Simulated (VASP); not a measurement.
# Ti3Al (Fm-3m) in VASP: further runs

Runs on Ti3Al. Level: PBE. Tasks: single point.

All numbers are computed with VASP 6.6.1; they aren't measurements. Logs are shortened: lines on timing, memory, paths and dates and some standing lists are left out, and cuts for length are marked.

### Step 1. The cell of the first run

It takes space group Fm-3m (No. 225, cubic). Conventional cell: a = 6.376 Å, b = 6.376 Å, c = 6.376 Å, α = 90.00°, β = 90.00°, γ = 90.00°. Within 3.6 Å of Ti (site symmetry m-3m) lie 8 Ti at 2.76 Å and 6 Al at 3.19 Å. Within 3.6 Å of Ti (site symmetry -43m) lie 10 Ti at 2.76 to 3.19 Å and 4 Al at 2.76 Å. Al (site symmetry m-3m) has 14 Ti at 2.76 to 3.19 Å within 3.6 Å.

### Step 2. Single point, PBE

The input, INCAR:

```
SYSTEM = Ti3Al
PREC     = Accurate       ! precision mode
ENCUT    = 500            ! plane-wave cutoff, eV
EDIFF    = 1E-6           ! SCF threshold, eV
ISMEAR   = -1             ! smearing method
SIGMA    = 0.05           ! smearing width, eV
LREAL    = .False.        ! projectors in reciprocal space
LASPH    = .True.         ! aspherical terms in the spheres
NELM     = 120            ! most SCF steps
ALGO     = Normal         ! electronic algorithm
ISIF     = 2              ! what is computed and relaxed
LWAVE    = .False.        ! write WAVECAR
LCHARG   = .False.        ! write CHGCAR
GGA      = PE             ! functional
NBANDS   = 28             ! bands
GGA_COMPAT= .False.
```

The input, KPOINTS:

```
regular mesh
0
Gamma
  7 7 7
  0 0 0
```

The input, POSCAR:

```
Ti3Al
1.0
    0.0000000000      3.1881029295      3.1881029295
    3.1881029295      0.0000000000      3.1881029295
    3.1881029295      3.1881029295      0.0000000000
Ti Al
3 1
Direct
    0.0000000000      0.0000000000      0.0000000000
    0.2500000000      0.2500000000      0.2500000000
    0.7500000000      0.7500000000      0.7500000000
    0.5000000000      0.5000000000      0.5000000000
```

Potentials or basis: VASP PAW PBE potentials, release 64 (Ti_sv, Al).

Started as:

```
$ cat potpaw_PBE.64/Ti_sv/POTCAR potpaw_PBE.64/Al/POTCAR > POTCAR
$ mpirun -np 1 vasp_std > vasp.out
```

OUTCAR:

```text
SYSTEM = Ti3Al
   PREC = Accurate
   ENCUT = 500
   EDIFF = 1E-6
   ISMEAR = -1
   LREAL = .False.
   LASPH = .True.
   NELM = 120
   ISIF = 2
   GGA = PE

 ion  position               nearest neighbor table
   1  0.000  0.000  0.000-   2 2.76   3 2.76   3 2.76   3 2.76   3 2.76   2 2.76   2 2.76   2 2.76

   2  0.250  0.250  0.250-   1 2.76   4 2.76   1 2.76   1 2.76   1 2.76   4 2.76   4 2.76   4 2.76

   3  0.750  0.750  0.750-   1 2.76   4 2.76   4 2.76   4 2.76   4 2.76   1 2.76   1 2.76   1 2.76

   4  0.500  0.500  0.500-   2 2.76   3 2.76   2 2.76   2 2.76   2 2.76   3 2.76   3 2.76   3 2.76

  LATTYP: Found a face centered cubic cell.
 ALAT       =     6.3762058590

  Lattice vectors:

 A1 = (   0.0000000000,   3.1881029295,   3.1881029295)
 A2 = (   3.1881029295,   0.0000000000,   3.1881029295)
 A3 = (   3.1881029295,   3.1881029295,   0.0000000000)

Analysis of symmetry for initial positions (statically):
=====================================================================
 Subroutine PRICEL returns:
 Original cell was already a primitive cell.

 Routine SETGRP: Setting up the symmetry group for a
 face centered cubic supercell.

 Subroutine GETGRP returns: Found 48 space group operations
[... 9 lines left out ...]

 Routine SETGRP: Setting up the symmetry group for a
 face centered cubic supercell.

 Subroutine GETGRP returns: Found 48 space group operations
[... 11 lines left out ...]
                                     Primitive cell

  volume of cell :      64.8078

  direct lattice vectors                    reciprocal lattice vectors
     0.000000000  3.188102929  3.188102929    -0.156833079  0.156833079  0.156833079
     3.188102929  0.000000000  3.188102929     0.156833079 -0.156833079  0.156833079
     3.188102929  3.188102929  0.000000000     0.156833079  0.156833079 -0.156833079

  length of vectors
     4.508658401  4.508658401  4.508658401     0.271642862  0.271642862  0.271642862

  position of ions in fractional coordinates (direct lattice)
     0.000000000  0.000000000  0.000000000
     0.250000000  0.250000000  0.250000000
     0.750000000  0.750000000  0.750000000
     0.500000000  0.500000000  0.500000000

  ion indices of the primitive-cell ions
   primitive index   ion index
                 1           1
                 2           2
                 3           3
                 4           4

----------------------------------------------------------------------------------------

 KPOINTS: regular mesh

Automatic generation of k-mesh.
 Grid dimensions read from file:
 generate k-points for:    7    7    7

 Generating k-lattice:

  Cartesian coordinates                     Fractional coordinates (reciprocal lattice)
    -0.022404726  0.022404726  0.022404726     0.142857143  0.000000000  0.000000000
     0.022404726 -0.022404726  0.022404726     0.000000000  0.142857143  0.000000000
     0.022404726  0.022404726 -0.022404726     0.000000000  0.000000000  0.142857143

  Length of vectors
     0.038806123  0.038806123  0.038806123

  Shift w.r.t. Gamma in fractional coordinates (k-lattice)
     0.000000000  0.000000000  0.000000000

 Subroutine IBZKPT returns following result:
 ===========================================

 Found     20 irreducible k-points:

 Following reciprocal coordinates:
            Coordinates               Weight
  0.000000  0.000000  0.000000      1.000000
  0.142857  0.000000  0.000000      8.000000
  0.285714  0.000000  0.000000      8.000000
  0.428571  0.000000  0.000000      8.000000
  0.142857  0.142857  0.000000      6.000000
  0.285714  0.142857  0.000000     24.000000
[... 12 lines left out ...]
 -0.428571  0.428571  0.142857     24.000000
 -0.285714  0.428571  0.142857     24.000000
   k-points           NKPTS =     20   k-points in BZ     NKDIM =     20   number of bands    NBANDS=     28
   number of dos      NEDOS =    301   number of ions     NIONS =      4
   total plane-waves  NPLWV =  46656
   dimension x,y,z NGX =    36 NGY =   36 NGZ =   36
   dimension x,y,z NGXF=    72 NGYF=   72 NGZF=   72
   ions per type =               3   1
   NGX,Y,Z   is equivalent  to a cutoff of  13.27, 13.27, 13.27 a.u.
   NGXF,Y,Z  is equivalent  to a cutoff of  26.55, 26.55, 26.55 a.u.
 SYSTEM =  Ti3Al
   PREC   = accura    normal or accurate (medium, high low for compatibility)
   ISTART =      0    job   : 0-new  1-cont  2-samecut
   ICHARG =      2    charge: 1-file 2-atom 10-const
   ISPIN  =      1    spin polarized calculation?
   LNONCOLLINEAR =      F non collinear calculations
   LSORBIT =      F    spin-orbit coupling
   LASPH  =      T    aspherical Exc in radial PAW
   ENCUT  =  500.0 eV  36.75 Ry    6.06 a.u.   8.22  8.22  8.22*2*pi/ulx,y,z
   NELM   =    120;   NELMIN=  2; NELMDL= -5     # of ELM steps
   EDIFF  = 0.1E-05   stopping-criterion for ELM
   LREAL  =      F    real-space projection
   EDIFFG = 0.1E-04   stopping-criterion for IOM
   NSW    =      0    number of steps for IOM
   IBRION =     -1    ionic relax: 0-MD 1-quasi-New 2-CG
   NFREE  =      0    steps in history (QN), initial steepest desc. (CG)
   ISIF   =      2    stress and relaxation
   ISYM   =      2    0-nonsym 1-usesym 2-fastsym
   POTIM  = 0.5000    time-step for ionic-motion
   TEBEG  =    0.0;   TEEND  =   0.0 temperature during run
   PSTRESS=    0.0 pullay stress
   NELECT =      39.0000    total number of electrons
   NUPDOWN=      -1.0000    fix difference up-down
   EMIN   =  10.00;   EMAX   =-10.00  energy-range for DOS
   EFERMI =   0.00;   METHOD = LEGACY
   ISMEAR =    -1;   SIGMA  =   0.05  broadening in eV -4-tet -1-fermi 0-gaus
   EFERMI_NEDOS =   21; number of points for ismear=-14 and -15
   IALGO  =     38    algorithm
   IMIX   =      4    mixing-type and parameters
     AMIX     =   0.40;   BMIX     =  1.00
     AMIX_MAG =   1.60;   BMIX_MAG =  1.00
  volume/ion in A,a.u.               =      16.20       109.34
  Fermi-wavevector in a.u.,A,eV,Ry     =   1.382146  2.611878 25.991598  1.910329
  Thomas-Fermi vector in A             =   2.506865
   LORBIT       =      0    0 simple, 1 ext, 2 COOP (PROOUT), +10 PAW based schemes
   GGA     = PE    functional components
   LHFCALC =     F    Hartree Fock is set to
   AEXX    =    0.0000 exact exchange contribution
   IVDW    =     0    specifies the selected vdW correction
   LEPSILON=     F    determine dielectric tensor
   LRPA    =     F    only Hartree local field effects (RPA)
 non-spin polarized calculation
  energy-cutoff  :      500.00
  volume of cell :       64.81
 maximum number of plane-waves:      1655
 NGX is ok and might be reduce to    36
   NGX = 17   NGY = 17   NGZ = 17

 number of electron      39.0000010 magnetization

 Free energy of the ion-electron system (eV)
  ---------------------------------------------------
  ext. energy  EPLUGINS =         0.00000000
  ---------------------------------------------------
  free energy    TOTEN  =       -27.81206290 eV

  energy without entropy =      -27.74843585  energy(sigma->0) =      -27.78024938

 E-fermi :   8.5162     XC(G=0): -11.4385

 val. band max:        8.5130543276   @ k =  -0.4286   0.4286   0.0000
 cond. band min:       8.5419388184   @ k =   0.0000   0.0000   0.0000
 fundamental gap:      0.0288844908
 Fermi energy:         8.5161703078

 k-point     1 :       0.0000    0.0000    0.0000
  band No.  band energies     occupation
      1     -48.0239      2.00000
      2     -47.9462      2.00000
      3     -47.6965      2.00000
      4     -24.3174      2.00000
      5     -24.3174      2.00000
      6     -24.3174      2.00000
[... 20 lines left out ...]
     27      11.7050      0.00000
     28      11.7050      0.00000

 k-point     2 :       0.1429    0.0000    0.0000
  band No.  band energies     occupation
      1     -48.0175      2.00000
      2     -47.9482      2.00000
      3     -47.7011      2.00000
      4     -24.3699      2.00000
      5     -24.3498      2.00000
      6     -24.3498      2.00000
[... 20 lines left out ...]
     27      11.7369      0.00000
     28      11.7369      0.00000

 k-point     3 :       0.2857    0.0000    0.0000
  band No.  band energies     occupation
      1     -48.0011      2.00000
      2     -47.9540      2.00000
      3     -47.7119      2.00000
      4     -24.3878      2.00000
      5     -24.3822      2.00000
      6     -24.3822      2.00000
[... 20 lines left out ...]
     27      11.6362      0.00000
     28      11.6362      0.00000

 k-point     4 :       0.4286    0.0000    0.0000
  band No.  band energies     occupation
      1     -47.9825      2.00000
      2     -47.9634      2.00000
      3     -47.7214      2.00000
      4     -24.4008      2.00000
      5     -24.4008      2.00000
      6     -24.3697      2.00000
[... 20 lines left out ...]
     27      11.4661      0.00000
     28      11.4661      0.00000

 k-point     5 :       0.1429    0.1429    0.0000
  band No.  band energies     occupation
      1     -48.0155      2.00000
      2     -47.9487      2.00000
      3     -47.7026      2.00000
      4     -24.3862      2.00000
      5     -24.3862      2.00000
      6     -24.3208      2.00000
[... 20 lines left out ...]
     27      11.6930      0.00000
     28      11.7795      0.00000

 k-point     6 :       0.2857    0.1429    0.0000
  band No.  band energies     occupation
      1     -48.0026      2.00000
      2     -47.9528      2.00000
      3     -47.7116      2.00000
      4     -24.4176      2.00000
      5     -24.4142      2.00000
      6     -24.3428      2.00000
[... 339 lines left out ...]
      5     -24.4216      2.00000
      6     -24.3571      2.00000
[... 20 lines left out ...]
     27      11.5560      0.00000
     28      11.7524      0.00000

 k-point    18 :      -0.4286    0.2857    0.1429
  band No.  band energies     occupation
      1     -47.9753      2.00000
      2     -47.9637      2.00000
      3     -47.7284      2.00000
      4     -24.4707      2.00000
      5     -24.4005      2.00000
      6     -24.3739      2.00000
[... 20 lines left out ...]
     27      11.4775      0.00000
     28      11.6039      0.00000

 k-point    19 :      -0.4286    0.4286    0.1429
  band No.  band energies     occupation
      1     -47.9736      2.00000
      2     -47.9616      2.00000
      3     -47.7323      2.00000
      4     -24.4994      2.00000
      5     -24.4508      2.00000
      6     -24.3400      2.00000
[... 20 lines left out ...]
     27      11.2715      0.00000
     28      11.6480      0.00000

 k-point    20 :      -0.2857    0.4286    0.1429
  band No.  band energies     occupation
      1     -47.9676      2.00000
      2     -47.9667      2.00000
      3     -47.7332      2.00000
      4     -24.4998      2.00000
      5     -24.4098      2.00000
      6     -24.3379      2.00000
[... 20 lines left out ...]
     27      11.3907      0.00000
     28      11.4298      0.00000

------------------------ aborting loop because EDIFF is reached ----------------------------------------

  FORCE on cell =-STRESS in cart. coord.  units (eV):
  Direction    XX          YY          ZZ          XY          YZ          ZX
  --------------------------------------------------------------------------------------
  -------------------------------------------------------------------------------------
  Total        1.4466253      1.4466253      1.4466253     -0.0000000     -0.0000000      0.0000000
  in kB       35.7634693     35.7634693     35.7634693     -0.0000000     -0.0000000      0.0000000
  external PRESSURE =      35.7634693 kB  Pullay stress =       0.0000000 kB

 VOLUME and BASIS-vectors are now :
 -----------------------------------------------------------------------------
  energy-cutoff  :      500.00
  volume of cell :       64.81
      direct lattice vectors                 reciprocal lattice vectors
     0.000000000  3.188102929  3.188102929    -0.156833079  0.156833079  0.156833079
     3.188102929  0.000000000  3.188102929     0.156833079 -0.156833079  0.156833079
     3.188102929  3.188102929  0.000000000     0.156833079  0.156833079 -0.156833079

 POSITION                                       TOTAL-FORCE (eV/Angst)
 -----------------------------------------------------------------------------------
      0.00000      0.00000      0.00000         0.000000     -0.000000      0.000000
      1.59405      1.59405      1.59405        -0.000000     -0.000000     -0.000000
      4.78215      4.78215      4.78215         0.000000      0.000000     -0.000000
      3.18810      3.18810      3.18810         0.000000     -0.000000      0.000000
 -----------------------------------------------------------------------------------
    total drift:                                0.000000      0.000000      0.000000

  FREE ENERGIE OF THE ION-ELECTRON SYSTEM (eV)
  ---------------------------------------------------
  free  energy   TOTEN  =       -27.8120629013 eV

  energy  without entropy=      -27.7484358509  energy(sigma->0) =      -27.78024938
```

It took 60 s on 1 thread of Intel Xeon Platinum 8259CL at 2.50GHz (Skylake/Cascade Lake), shared host; peak memory 0.2 GiB.

What came out:

* Free energy: -27.8121 eV
* Pressure: 3.6 GPa

### Step 3. Single point, PBE

This run uses another cell than the first one, of 16.54 Å³/atom, 1.021 times its volume.

INCAR is that of step 2.

KPOINTS is that of step 2.

The input, POSCAR:

```
Ti3Al
1.0
    0.0000000000      3.2100905411      3.2100905411
    3.2100905411      0.0000000000      3.2100905411
    3.2100905411      3.2100905411      0.0000000000
Ti Al
3 1
Direct
    0.0000000000      0.0000000000      0.0000000000
    0.2500000000      0.2500000000      0.2500000000
    0.7500000000      0.7500000000      0.7500000000
    0.5000000000      0.5000000000      0.5000000000
```

Potentials or basis: VASP PAW PBE potentials, release 64 (Ti_sv, Al).

Started as:

```
$ cat potpaw_PBE.64/Ti_sv/POTCAR potpaw_PBE.64/Al/POTCAR > POTCAR
$ mpirun -np 1 vasp_std > vasp.out
```

OUTCAR:

```text
SYSTEM = Ti3Al
   PREC = Accurate
   ENCUT = 500
   EDIFF = 1E-6
   ISMEAR = -1
   LREAL = .False.
   LASPH = .True.
   NELM = 120
   ISIF = 2
   GGA = PE

 ion  position               nearest neighbor table
   1  0.000  0.000  0.000-   3 2.78   3 2.78   3 2.78   2 2.78   3 2.78   2 2.78   2 2.78   2 2.78

   2  0.250  0.250  0.250-   1 2.78   1 2.78   1 2.78   1 2.78   4 2.78   4 2.78   4 2.78   4 2.78

   3  0.750  0.750  0.750-   4 2.78   4 2.78   4 2.78   1 2.78   4 2.78   1 2.78   1 2.78   1 2.78
[... 815 lines left out ...]
  Direction    XX          YY          ZZ          XY          YZ          ZX
  --------------------------------------------------------------------------------------
  -------------------------------------------------------------------------------------
  Total        0.4488462      0.4488462      0.4488462     -0.0000000     -0.0000000      0.0000000
  in kB       10.8699182     10.8699182     10.8699182     -0.0000000     -0.0000000      0.0000000
  external PRESSURE =      10.8699182 kB  Pullay stress =       0.0000000 kB

 VOLUME and BASIS-vectors are now :
 -----------------------------------------------------------------------------
  energy-cutoff  :      500.00
  volume of cell :       66.16
      direct lattice vectors                 reciprocal lattice vectors
     0.000000000  3.210090541  3.210090541    -0.155758847  0.155758847  0.155758847
     3.210090541  0.000000000  3.210090541     0.155758847 -0.155758847  0.155758847
     3.210090541  3.210090541  0.000000000     0.155758847  0.155758847 -0.155758847

 POSITION                                       TOTAL-FORCE (eV/Angst)
 -----------------------------------------------------------------------------------
      0.00000      0.00000      0.00000         0.000000      0.000000     -0.000000
      1.60505      1.60505      1.60505         0.000000     -0.000000      0.000000
      4.81514      4.81514      4.81514        -0.000000     -0.000000      0.000000
      3.21009      3.21009      3.21009         0.000000      0.000000     -0.000000
 -----------------------------------------------------------------------------------
    total drift:                                0.000000      0.000000      0.000000

  FREE ENERGIE OF THE ION-ELECTRON SYSTEM (eV)
  ---------------------------------------------------
  free  energy   TOTEN  =       -27.8323149295 eV

  energy  without entropy=      -27.7672561637  energy(sigma->0) =      -27.79978555
```

stdout:

```text
POSCAR found type information on POSCAR TiAl
 POSCAR found :  2 types and       4 ions
 scaLAPACK will be used
 LDA part: xc-table for (Slater+PW92), standard interpolation
 POSCAR, INCAR and KPOINTS ok, starting setup
 FFT: planning ... GRIDC
 FFT: planning ... GRID_SOFT
 FFT: planning ... GRID
 WAVECAR not read
 entering main loop
```

Run time: 61 s. Hardware: 1 thread of Intel Xeon Platinum 8259CL at 2.50GHz (Skylake/Cascade Lake), shared host; peak memory 0.2 GiB.

Results:

```yaml
Free_energy: -27.8323 eV
Pressure: 1.1 GPa
```

(Continued in part 2 of 3.)
